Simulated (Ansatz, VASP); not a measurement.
**Rb in VASP and in Ansatz**

File INCAR:

```
PREC     = Accurate       # precision mode
ENCUT    = 520            # plane-wave cutoff, eV
EDIFF    = 1E-6           # SCF threshold, eV
ISMEAR   = -1             # smearing method
SIGMA    = 0.1            # smearing width, eV
LREAL    = False          # projectors in reciprocal space
LASPH    = True           # aspherical terms in the spheres
NELM     = 100            # most SCF steps
ALGO     = Normal         # electronic algorithm
ISIF     = 2              # what is computed and relaxed
LWAVE    = False          # write WAVECAR
LCHARG   = False          # write CHGCAR
GGA      = PS             # functional
NBANDS   = 10             # bands
```

KPOINTS

```
Automatic mesh
0
Gamma
  8 8 8
```

File POSCAR:

```
Rb
1.0
    4.7230996102      0.0000000000      0.0000000000
    0.0000000000      4.7230996102      0.0000000000
    0.0000000000      0.0000000000      4.7230996102
Rb
1
Direct
    0.0000000000      0.0000000000      0.0000000000
```

Input for Ansatz:

```yaml
crystal:
  lattice:
    - [4.7230996102, 0.0, 0.0]
    - [0.0, 4.7230996102, 0.0]
    - [0.0, 0.0, 4.7230996102]
  atoms:
    - { symbol: Rb, position: [0.0, 0.0, 0.0] }
hamiltonian:
  xc: pbesol
  pseudopotentials:
    kind: paw
    azcp:
      Rb: "pseudopotentials/Rb.paw.azcp"
basis:
  ecutwfc: 420
  fft_grid_basis: typed
kpoints:
  mp_grid: { grid: [8, 8, 8], shift: [0, 0, 0] }
magnetization:
  spin_polarized: false
scf:
  occupations: { method: fermi_dirac, width: 0.1 }
  lower_state_search: "off"
output:
  stress: true
  write_density: true
  write_potential: true
  elf: true
  volumetric_format: npy
```

Alike in both runs: task single point; functional PBEsol; k mesh 8 × 8 × 8; occupations fermi-dirac, width 0.1 eV; no spin polarisation.

|  | VASP | Ansatz |
| --- | --- | --- |
| version | VASP 6.6.1 | Ansatz 0.2.0 |
| potentials or method | VASP PAW PBE potentials, release 64 (Rb_sv), cutoff 520 eV | plane waves (420 eV) with PAW, scalar-relativistic |
| valence electrons in the cell | 9 | 9 |

|  | VASP | Ansatz | Ansatz less VASP |
| --- | --- | --- | --- |
| pressure (GPa) | -0.2 | -0.2 | 0.00 |

VASP's potentials were made for PBE, not for PBEsol, and Ansatz warns of the same on its side.
